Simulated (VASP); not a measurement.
Set up this calculation in VASP 6.6.1, as the native input.

```yaml
Task: single point
Functional: PBE
Potentials_or_basis: VASP PAW PBE potentials, release 64 (Zn, Se)
Cutoff: 520 eV
k_mesh: 14 × 14 × 14
Occupations: fermi-dirac, width 0.1 eV
Spin: no spin polarisation
Dipole_correction: no
Further_INCAR_settings: ALGO = Normal; EDIFF = 1e-06; NBANDS = 16
```

The structure of ZnSe (rocksalt type) lies in POSCAR:

```
ZnSe
1.0
    0.0000000000      2.6838283791      2.6838283791
    2.6838283791      0.0000000000      2.6838283791
    2.6838283791      2.6838283791      0.0000000000
Zn Se
1 1
Direct
    0.0000000000      0.0000000000      0.0000000000
    0.5000000000      0.5000000000      0.5000000000
```

These files were run (other wordings do the same):

INCAR

```
PREC = Accurate
ENCUT = 520
EDIFF = 1E-6
ISMEAR = -1
SIGMA = 0.1
LREAL = F
LASPH = T
NELM = 80
ALGO = Normal
ISIF = 2
LWAVE = F
LCHARG = F
GGA = PE
NBANDS = 16
```

KPOINTS

```
regular mesh
0
Gamma
  14 14 14
```

Potentials or basis: VASP PAW PBE potentials, release 64 (Zn, Se).

Launch:

```sh
$ cat potpaw_PBE.64/Zn/POTCAR potpaw_PBE.64/Se/POTCAR > POTCAR
$ mpirun -np 1 vasp_std > vasp.out
```

It gave:

The pressure is 0.2 GPa. The band gap on the k mesh is zero (band 9 reaches 3.13 eV, above the bottom of band 10 at 2.09 eV).

It took 43 s on 1 thread of Intel Xeon 6975P-C, on a shared host, peak memory 0.2 GiB.
